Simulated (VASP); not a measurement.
# Mg4Si in VASP: further runs

Mg4Si is run at these levels: PBE; tasks: relaxation of the atoms, single point.

All numbers are computed with VASP 6.6.1; they aren't measurements. Logs are shortened: lines on timing, memory, paths and dates and some standing lists are left out, and cuts for length are marked.

### 1 The cell of the first run

The cell holds a slab with vacuum, 5 atoms: a = 3.210 Å, b = 3.210 Å, c = 23.215 Å, α = 90.00°, β = 90.00°, γ = 120.00°.

### 2 Relaxation of the atoms, PBE

The input, INCAR:

```
  PREC = Accurate
  ENCUT = 520
  EDIFF = 1E-6
  ISMEAR = 0
  SIGMA = 0.1
  LREAL = False
  LASPH = True
  NELM = 100
  ALGO = Normal
  ISIF = 2
  LWAVE = False
  LCHARG = False
  LDIPOL = True
  IDIPOL = 3
  DIPOL = 0.5 0.5 0.392
  GGA = PE
  IBRION = 2
  NSW = 36
  EDIFFG = -0.025
```

The input, KPOINTS:

```
Automatic mesh
0
Gamma
  9 9 1
```

The input, POSCAR:

```
Mg4Si
1.0
    3.2100692859      0.0000000000      0.0000000000
   -1.6050346429      2.7800015495      0.0000000000
    0.0000000000      0.0000000000     23.2147784313
Mg Si
4 1
Selective dynamics
Direct
    0.6666666667      0.3333333333      0.1723040352  F F F
    0.3333333333      0.6666666667      0.2829644272  F F F
    0.6666666667      0.3333333333      0.3920793237  F F F
    0.3333333333      0.6666666667      0.5046258988  F F F
    0.5000000000      1.0000000000      0.6104457077  F F T
```

Potentials or basis: VASP PAW PBE potentials, release 64 (Mg, Si).

On the command line:

```sh
> cat potpaw_PBE.64/Mg/POTCAR potpaw_PBE.64/Si/POTCAR > POTCAR
> mpirun -np 1 vasp_std > vasp.out
```

OUTCAR:

```text
PREC = Accurate
   ENCUT = 520
   EDIFF = 1E-6
   ISMEAR = 0
   LREAL = False
   LASPH = True
   NELM = 100
   ISIF = 2
   GGA = PE
   IBRION = 2
   NSW = 36
   EDIFFG = -0.025

 ion  position               nearest neighbor table
   1  0.667  0.333  0.172-   2 3.17   2 3.17   2 3.17
   2  0.333  0.667  0.283-   3 3.14   3 3.14   3 3.14   1 3.17   1 3.17   1 3.17
   3  0.667  0.333  0.392-   2 3.14   2 3.14   2 3.14   4 3.20   4 3.20   4 3.20
   4  0.333  0.667  0.505-   5 2.63   3 3.20   3 3.20   3 3.20
   5  0.500  0.000  0.610-   4 2.63

  LATTYP: Found a hexagonal cell.
 ALAT       =     3.2100692859
 C/A-ratio  =     7.2318621075

  Lattice vectors:

 A1 = (   3.2100692859,   0.0000000000,   0.0000000000)
 A2 = (  -1.6050346429,   2.7800015495,   0.0000000000)
 A3 = (   0.0000000000,   0.0000000000,  23.2147784313)

Analysis of symmetry for initial positions (statically):
=====================================================================
 Subroutine PRICEL returns:
 Original cell was already a primitive cell.

 Routine SETGRP: Setting up the symmetry group for a
 hexagonal supercell.

 Subroutine GETGRP returns: Found  2 space group operations
 (whereof  2 operations were pure point group operations)
 out of a pool of 24 trial point group operations.

The static configuration has the point symmetry C_1h.

Analysis of symmetry for dynamics (positions and initial velocities):
=====================================================================
 Subroutine PRICEL returns:
 Original cell was already a primitive cell.

 Routine SETGRP: Setting up the symmetry group for a
 hexagonal supercell.

 Subroutine GETGRP returns: Found  2 space group operations
 (whereof  2 operations were pure point group operations)
 out of a pool of 24 trial point group operations.

The dynamic configuration has the point symmetry C_1h.

Analysis of constrained symmetry for selective dynamics:
=====================================================================
 Subroutine PRICEL returns:
 Original cell was already a primitive cell.

 Routine SETGRP: Setting up the symmetry group for a
 hexagonal supercell.

 Subroutine GETGRP returns: Found  2 space group operations
 (whereof  2 operations were pure point group operations)
 out of a pool of 24 trial point group operations.

The constrained configuration has the point symmetry C_1h.

 Subroutine INISYM returns: Found  2 space group operations
 (whereof  2 operations are pure point group operations),
 and found     1 'primitive' translations

----------------------------------------------------------------------------------------

                                     Primitive cell

  volume of cell :     207.1686

  direct lattice vectors                    reciprocal lattice vectors
     3.210069286  0.000000000  0.000000000     0.311519756  0.179856015  0.000000000
    -1.605034643  2.780001550  0.000000000     0.000000000  0.359712030  0.000000000
     0.000000000  0.000000000 23.214778431     0.000000000  0.000000000  0.043076009

  length of vectors
     3.210069286  3.210069286 23.214778431     0.359712030  0.359712030  0.043076009

  position of ions in fractional coordinates (direct lattice)
     0.666666667  0.333333333  0.172304035
     0.333333333  0.666666667  0.282964427
     0.666666667  0.333333333  0.392079324
     0.333333333  0.666666667  0.504625899
     0.500000000  0.000000000  0.610445708

  ion indices of the primitive-cell ions
   primitive index   ion index
                 1           1
                 2           2
                 3           3
                 4           4
                 5           5

----------------------------------------------------------------------------------------

 KPOINTS: Automatic mesh

Automatic generation of k-mesh.
 Grid dimensions read from file:
 generate k-points for:    9    9    1

 Generating k-lattice:

  Cartesian coordinates                     Fractional coordinates (reciprocal lattice)
     0.034613306  0.019984002  0.000000000     0.111111111  0.000000000  0.000000000
     0.000000000  0.039968003  0.000000000     0.000000000  0.111111111  0.000000000
     0.000000000  0.000000000  0.043076009     0.000000000  0.000000000  1.000000000

  Length of vectors
     0.039968003  0.039968003  0.043076009

  Shift w.r.t. Gamma in fractional coordinates (k-lattice)
     0.000000000  0.000000000  0.000000000

 Subroutine IBZKPT returns following result:
 ===========================================

 Found     25 irreducible k-points:

 Following reciprocal coordinates:
            Coordinates               Weight
  0.000000  0.000000  0.000000      1.000000
  0.111111  0.000000  0.000000      4.000000
  0.000000  0.111111  0.000000      2.000000
  0.222222 -0.000000  0.000000      4.000000
  0.000000  0.222222  0.000000      2.000000
  0.333333  0.000000  0.000000      4.000000
[... 16 lines left out ...]
 -0.222222 -0.444444  0.000000      4.000000
  0.444444  0.333333  0.000000      4.000000
   k-points           NKPTS =     25   k-points in BZ     NKDIM =     25   number of bands    NBANDS=     10
   number of dos      NEDOS =    301   number of ions     NIONS =      5
   total plane-waves  NPLWV = 103680
   dimension x,y,z NGX =    24 NGY =   24 NGZ =  180
   dimension x,y,z NGXF=    48 NGYF=   48 NGZF=  360
   ions per type =               4   1
   NGX,Y,Z   is equivalent  to a cutoff of  12.43, 12.43, 12.89 a.u.
   NGXF,Y,Z  is equivalent  to a cutoff of  24.86, 24.86, 25.78 a.u.
 SYSTEM =  unknown system
   PREC   = accura    normal or accurate (medium, high low for compatibility)
   ISTART =      0    job   : 0-new  1-cont  2-samecut
   ICHARG =      2    charge: 1-file 2-atom 10-const
   ISPIN  =      1    spin polarized calculation?
   LNONCOLLINEAR =      F non collinear calculations
   LSORBIT =      F    spin-orbit coupling
   LASPH  =      T    aspherical Exc in radial PAW
   ENCUT  =  520.0 eV  38.22 Ry    6.18 a.u.   5.97  5.97 43.16*2*pi/ulx,y,z
   NELM   =    100;   NELMIN=  2; NELMDL= -5     # of ELM steps
   EDIFF  = 0.1E-05   stopping-criterion for ELM
   LREAL  =      F    real-space projection
   EDIFFG = -.3E-01   stopping-criterion for IOM
   NSW    =     36    number of steps for IOM
   IBRION =      2    ionic relax: 0-MD 1-quasi-New 2-CG
   NFREE  =      1    steps in history (QN), initial steepest desc. (CG)
   ISIF   =      2    stress and relaxation
   ISYM   =      2    0-nonsym 1-usesym 2-fastsym
   POTIM  = 0.5000    time-step for ionic-motion
   TEBEG  =    0.0;   TEEND  =   0.0 temperature during run
   PSTRESS=    0.0 pullay stress
   NELECT =      12.0000    total number of electrons
   NUPDOWN=      -1.0000    fix difference up-down
   EMIN   =  10.00;   EMAX   =-10.00  energy-range for DOS
   EFERMI =   0.00;   METHOD = LEGACY
   ISMEAR =     0;   SIGMA  =   0.10  broadening in eV -4-tet -1-fermi 0-gaus
   EFERMI_NEDOS =   21; number of points for ismear=-14 and -15
   IALGO  =     38    algorithm
   IMIX   =      4    mixing-type and parameters
     AMIX     =   0.40;   BMIX     =  1.00
     AMIX_MAG =   1.60;   BMIX_MAG =  1.00
  volume/ion in A,a.u.               =      41.43       279.61
  Fermi-wavevector in a.u.,A,eV,Ry     =   0.633423  1.196996  5.458996  0.401225
  Thomas-Fermi vector in A             =   1.697074
   LORBIT       =      0    0 simple, 1 ext, 2 COOP (PROOUT), +10 PAW based schemes
   GGA     = PE    functional components
   LHFCALC =     F    Hartree Fock is set to
   AEXX    =    0.0000 exact exchange contribution
   IVDW    =     0    specifies the selected vdW correction
   LEPSILON=     F    determine dielectric tensor
   LRPA    =     F    only Hartree local field effects (RPA)
 conjugate gradient relaxation of ions
 non-spin polarized calculation
 Gauss-broadening in eV      SIGMA  =   0.10
  energy-cutoff  :      520.00
  volume of cell :      207.17
 maximum number of plane-waves:      5628
   NGX = 11   NGY = 11   NGZ = 87

 dipolmoment           0.000000      0.000000     -0.000034 electrons x Angstroem

 number of electron      12.0000000 magnetization

 dipolmoment           0.000000      0.000000      0.056484 electrons x Angstroem

 Free energy of the ion-electron system (eV)
  ---------------------------------------------------
  ext. energy  EPLUGINS =         0.00000000
  ---------------------------------------------------
  free energy    TOTEN  =        -9.64568669 eV

  energy without entropy =       -9.62693603  energy(sigma->0) =       -9.63631136

 E-fermi :  -0.2115     XC(G=0):  -5.4478

 val. band max:       -0.2275953212   @ k =  -0.2222  -0.4444   0.0000
 cond. band min:      -0.1826291506   @ k =   0.2222   0.1111   0.0000
 fundamental gap:      0.0449661705
 Fermi energy:        -0.2114951496

 k-point     1 :       0.0000    0.0000    0.0000
  band No.  band energies     occupation
      1      -9.2955      2.00000
      2      -6.7663      2.00000
      3      -5.9098      2.00000
      4      -4.6450      2.00000
      5      -3.1172      2.00000
      6      -1.6530      2.00000
      7       0.4126      0.00000
      8       2.3232      0.00000
      9       3.4510      0.00000
     10       4.6046      0.00000

 k-point     2 :       0.1111    0.0000    0.0000
  band No.  band energies     occupation
      1      -9.0771      2.00000
      2      -6.5265      2.00000
      3      -5.6724      2.00000
      4      -4.4113      2.00000
      5      -2.8915      2.00000
      6      -1.4356      2.00000
      7       0.6280      0.00000
      8       2.5429      0.00000
      9       3.6798      0.00000
     10       4.1648      0.00000

 k-point     3 :       0.0000    0.1111    0.0000
  band No.  band energies     occupation
      1      -9.0764      2.00000
      2      -6.5265      2.00000
      3      -5.6724      2.00000
      4      -4.4114      2.00000
      5      -2.8916      2.00000
      6      -1.4352      2.00000
      7       0.6295      0.00000
      8       2.5435      0.00000
      9       3.6784      0.00000
     10       4.1322      0.00000

 k-point     4 :       0.2222   -0.0000    0.0000
  band No.  band energies     occupation
      1      -8.4305      2.00000
      2      -5.8105      2.00000
      3      -4.9639      2.00000
      4      -3.7153      2.00000
      5      -2.2234      2.00000
      6      -0.7909      2.00000
      7       1.2018      0.00000
      8       1.6288      0.00000
      9       3.1704      0.00000
     10       4.3029      0.00000
[... 222 lines left out ...]
 k-point    22 :       0.3333    0.2222    0.0000
  band No.  band energies     occupation
      1      -5.6809      2.00000
      2      -2.4749      2.00000
      3      -2.2605      2.00000
      4      -1.5004      2.00000
      5      -0.5025      1.99996
      6      -0.3453      1.94159
      7      -0.2377      1.28911
      8       0.5315      0.00000
      9       0.8366      0.00000
     10       1.5914      0.00000

 k-point    23 :      -0.2222   -0.4444    0.0000
  band No.  band energies     occupation
      1      -5.6653      2.00000
      2      -2.5015      2.00000
      3      -2.2740      2.00000
      4      -1.5107      2.00000
      5      -0.5287      1.99999
      6      -0.3206      1.87701
      7      -0.2276      1.18011
      8       0.5161      0.00000
      9       0.9151      0.00000
     10       1.5694      0.00000

 k-point    24 :       0.4444    0.3333    0.0000
  band No.  band energies     occupation
      1      -5.6914      2.00000
      2      -2.4514      2.00000
      3      -2.2512      2.00000
      4      -1.4987      2.00000
      5      -0.5025      1.99996
      6      -0.3247      1.89058
      7      -0.2716      1.60491
      8       0.5217      0.00000
      9       0.8400      0.00000
     10       1.5831      0.00000

 [... further k-points ...]

------------------------ aborting loop because EDIFF is reached ----------------------------------------

 vacuum level on the upper side and lower side of the slab       (xc-potential included)         0.395        -0.768

  FORCE on cell =-STRESS in cart. coord.  units (eV):
  Direction    XX          YY          ZZ          XY          YZ          ZX
  --------------------------------------------------------------------------------------
  -------------------------------------------------------------------------------------
  Total       -3.1616593     -2.8273190      0.0281252     -0.0000000      1.2626958      0.0000000
  in kB      -24.4512836    -21.8656007      0.2175112     -0.0000000      9.7652941      0.0000000
  external PRESSURE =     -15.3664577 kB  Pullay stress =       0.0000000 kB

 VOLUME and BASIS-vectors are now :
 -----------------------------------------------------------------------------
  energy-cutoff  :      520.00
  volume of cell :      207.17
      direct lattice vectors                 reciprocal lattice vectors
     3.210069286  0.000000000  0.000000000     0.311519756  0.179856015  0.000000000
    -1.605034643  2.780001550  0.000000000     0.000000000  0.359712030  0.000000000
     0.000000000  0.000000000 23.214778431     0.000000000  0.000000000  0.043076009

 POSITION                                       TOTAL-FORCE (eV/Angst)
 -----------------------------------------------------------------------------------
      1.60503      0.92667      4.00000        -0.000000     -0.006617     -0.061063
     -0.00000      1.85333      6.56896        -0.000000     -0.009958      0.061191
      1.60503      0.92667      9.10203        -0.000000     -0.021769      0.052361
     -0.00000      1.85333     11.71478        -0.000000     -0.411391     -0.056884
      1.60503      0.00000     14.17136         0.000000      0.449736      0.004395
 -----------------------------------------------------------------------------------
    total drift:                                0.000000     -0.000182     -0.000148

  FREE ENERGIE OF THE ION-ELECTRON SYSTEM (eV)
  ---------------------------------------------------
  free  energy   TOTEN  =        -9.6456866893 eV

  energy  without entropy=       -9.6269360271  energy(sigma->0) =       -9.63631136

 reached required accuracy - stopping structural energy minimisation

 vacuum level on the upper side and lower side of the slab         4.493         3.290
```

Run time: 85 s. Hardware: 1 thread of Intel Xeon 8259CL, shared host; peak memory 0.33 GiB.

Results:

| Quantity | Value |
| --- | --- |
| Free energy | -9.6457 eV |
| Band gap on the k mesh | zero (bands 6 and 7 overlap by 0.09 eV) |

Final structure:
```
CELL_PARAMETERS angstrom
3.21007 0.00000 0.00000
-1.60503 2.78000 0.00000
0.00000 0.00000 23.21478
ATOMIC_POSITIONS crystal
Mg 0.66667 0.33333 0.17230
Mg 0.33333 0.66667 0.28296
Mg 0.66667 0.33333 0.39208
Mg 0.33333 0.66667 0.50463
Si 0.50000 0.00000 0.61045
```

Levels at points of the mesh, in eV from the Fermi level:
```tsv
k point	band 3	band 4	band 5	band 6	band 7	band 8	band 9	band 10
(0.00, 0.00, 0.00)	-5.70	-4.43	-2.91	-1.44	0.62	2.53	3.66	4.82
```

Caveat: the relaxation stopped at its first step, so nothing moved.

### 3 Single point, PBE

The input, INCAR:

```
ALGO = Normal
DIPOL = 0.5 0.5 0.391
EDIFF = 1E-7
ENCUT = 520
GGA = PE
IDIPOL = 3
ISIF = 2
ISMEAR = 0
LASPH = True
LCHARG = False
LDIPOL = True
LREAL = False
LWAVE = False
NBANDS = 14
NELM = 100
PREC = Accurate
SIGMA = 0.1
```

The input, KPOINTS:

```
k-points
0
Gamma
  9 9 1
```

The input, POSCAR:

```
Mg4Si
1.0
    3.2100692859      0.0000000000      0.0000000000
   -1.6050346429      2.7800015495      0.0000000000
    0.0000000000      0.0000000000     23.2147784313
Mg Si
4 1
Direct
    0.6666666667      0.3333333333      0.1723040352
    0.3333333333      0.6666666666      0.2829644272
    0.6666666667      0.3333333333      0.3920793237
    0.3333333333      0.6666666666      0.5046258988
    0.3333333333      1.1666666666      0.6014031486
```

Potentials or basis: VASP PAW PBE potentials, release 64 (Mg, Si).

On the command line:

```sh
> cat potpaw_PBE.64/Mg/POTCAR potpaw_PBE.64/Si/POTCAR > POTCAR
> mpirun -np 1 vasp_std > vasp.out
```

Run time: 48 s. Hardware: 1 thread of Intel Xeon 6975P-C (Granite Rapids), shared host; peak memory 0.34 GiB.

It converged, with:

| Item | Value |
| --- | --- |
| Free energy | -9.8621 eV |
| Largest force | 0.049 eV/Å |
| Band gap on the k mesh | zero (bands 6 and 7 overlap by 0.26 eV) |

Forces on the atoms (eV/Å):
```
Mg  -0.005 -0.003 -0.049
Mg   0.001  0.000  0.047
Mg  -0.025 -0.014  0.028
Mg  -0.003 -0.002 -0.009
Si   0.032  0.018 -0.017
```

Levels at points of the mesh, in eV from the Fermi level:
```tsv
k point	band 4	band 5	band 6	band 7	band 8	band 9
(0.00, 0.00, 0.00)	-4.40	-2.86	-1.35	0.82	2.69	3.75
```

(Continued in part 2 of 2.)

The gap in the log of VASP goes by the Fermi energy; the results here count the filled bands.